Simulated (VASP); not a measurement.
Here is a VASP 6.6.1 calculation.

The input INCAR:

```
PREC = Accurate ; ENCUT = 520
EDIFF = 1E-6 ; ISMEAR = 0
SIGMA = 0.15 ; LREAL = F
LASPH = T ; NELM = 80
ALGO = Fast ; ISIF = 2
LWAVE = F ; LCHARG = F
GGA = PE ; NBANDS = 12
```

KPOINTS

```
regular mesh
0
Gamma
  20 20 20
```

Contents of POSCAR:

```
Nb
1.0
    0.0000000000      2.0092500000      2.2207500000
    2.0092500000      0.0000000000      2.2207500000
    2.0092500000      2.0092500000      0.0000000000
Nb
1
Direct
    0.0000000000      0.0000000000      0.0000000000
```

Potentials or basis: VASP PAW PBE potentials, release 64 (Nb_sv).

Run with:

```console
$ cat potpaw_PBE.64/Nb_sv/POTCAR > POTCAR
$ mpirun -np 1 vasp_std > vasp.out
```

Task: Estimate the band gap on the k mesh.

Result: Zero (an odd number of electrons rules out a gap without spin polarisation).

Task: Estimate the pressure.

Result: 6.4 GPa.

Stress tensor (GPa, compression positive):
```
 0.85  0.00  0.00
 0.00  0.85  0.00
 0.00  0.00 17.41
```

Caveat: the cell differs from its parent crystal (strain -0.050 along x and y, +0.050 along z); the cell stands under pressure.
